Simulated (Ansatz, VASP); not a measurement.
## One calculation of Yb, two programs

INCAR

```
SYSTEM = Yb
ALGO = Normal
EDIFF = 1E-6
ENCUT = 520
GGA = CA
ISIF = 2
ISMEAR = -1
LASPH = .True.
LCHARG = .False.
LREAL = .False.
LWAVE = .False.
NBANDS = 18
NELM = 100
PREC = Accurate
SIGMA = 0.1
```

KPOINTS

```
k-points
0
Gamma
  11 11 11
  0 0 0
```

Contents of POSCAR:

```
Yb
1.0
    3.0869307569      0.0000000000      0.0000000000
    0.0000000000      3.0869307569      0.0000000000
    0.0000000000      0.0000000000      3.0869307569
Yb
1
Direct
    0.0000000000      0.0000000000      0.0000000000
```

Input for Ansatz:

```yaml
crystal:
  lattice:
    - [3.0869307569, 0.0, 0.0]
    - [0.0, 3.0869307569, 0.0]
    - [0.0, 0.0, 3.0869307569]
  atoms:
    - { symbol: Yb, position: [0.0, 0.0, 0.0] }
hamiltonian:
  xc: lda
  pseudopotentials:
    kind: paw
    azcp:
      Yb: "pseudopotentials/Yb.paw.azcp"
basis:
  ecutwfc: 420
  fft_grid_basis: typed
kpoints:
  mp_grid: { grid: [11, 11, 11], shift: [0, 0, 0] }
magnetization:
  spin_polarized: false
scf:
  occupations: { method: fermi_dirac, width: 0.1 }
  lower_state_search: "off"
output:
  stress: true
  write_density: true
  write_potential: true
  elf: true
  volumetric_format: npy
```

Alike in both runs: task single point; functional LDA; k mesh 11 × 11 × 11; occupations fermi-dirac, width 0.1 eV; no spin polarisation.

```csv
,VASP,Ansatz
version,VASP 6.6.1,Ansatz 0.2.0
potentials or method,"VASP PAW PBE potentials, release 64 (Yb), cutoff 520 eV","plane waves (420 eV) with PAW, scalar-relativistic"
valence electrons in the cell,24,24
```

VASP gave:

```
pressure (GPa) : 0.2
```

**Question.** Estimate Ansatz's values.

**Answer.** Pressure (GPa): 0.9.

VASP's potentials were made for PBE, not for LDA, and Ansatz warns of the same on its side. LDA's correlation is that of Perdew and Zunger in VASP and of Perdew and Wang (1992) in Ansatz.

Neither program's run includes spin-orbit coupling.
